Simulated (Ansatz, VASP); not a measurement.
## SiC16: VASP beside Ansatz

```
C Si
1.0
     4.92987    0.00000    0.00000
     0.00000    4.42243    0.00000
     0.00000    0.00000   22.69375
C Si
16 1
Direct
  0.25000 0.41553 0.17626
  0.75000 0.41553 0.17626
  0.00000 0.51956 0.20018
  0.50000 0.51956 0.20018
  0.00000 0.72722 0.24809
  0.50000 0.72722 0.24809
  0.25000 0.83125 0.27201
  0.75000 0.83125 0.27201
  0.25000 0.04421 0.31987
  0.75000 0.04421 0.31987
  0.00000 0.15008 0.34260
  0.50000 0.15008 0.34260
  0.00000 0.37798 0.39006
  0.50000 0.37798 0.39006
  0.25000 0.47642 0.40953
  0.75000 0.47642 0.40953
  0.50000 0.22642 0.51969
```

Alike in both runs: task single point; functional PBE; dispersion D3(BJ); k mesh 6 × 6 × 1; occupations gaussian, width 0.05 eV; collinear spin.

|  | VASP | Ansatz |
| --- | --- | --- |
| version | VASP 6.6.1 | Ansatz 0.2.0 |
| potentials or method | VASP PAW PBE potentials, release 64 (C, Si), cutoff 520 eV | scalar-relativistic, plane waves, PAW |
| valence electrons in the cell | 68 | 68 |

|  | VASP | Ansatz | Ansatz less VASP |
| --- | --- | --- | --- |
| rms of the force components (eV/Å) | 0.986 | 1.034 | +0.0475 |
| net moment per atom (μB) | 0.03 | 0.12 | +0.087 |
| size of the moment on the site where the two differ most (μB) | 0.01 | 0.44 | +0.431 |

Site moments also hang on the region over which each program counts them. Atom by atom the forces differ by 0.106 eV/Å (rms over components).
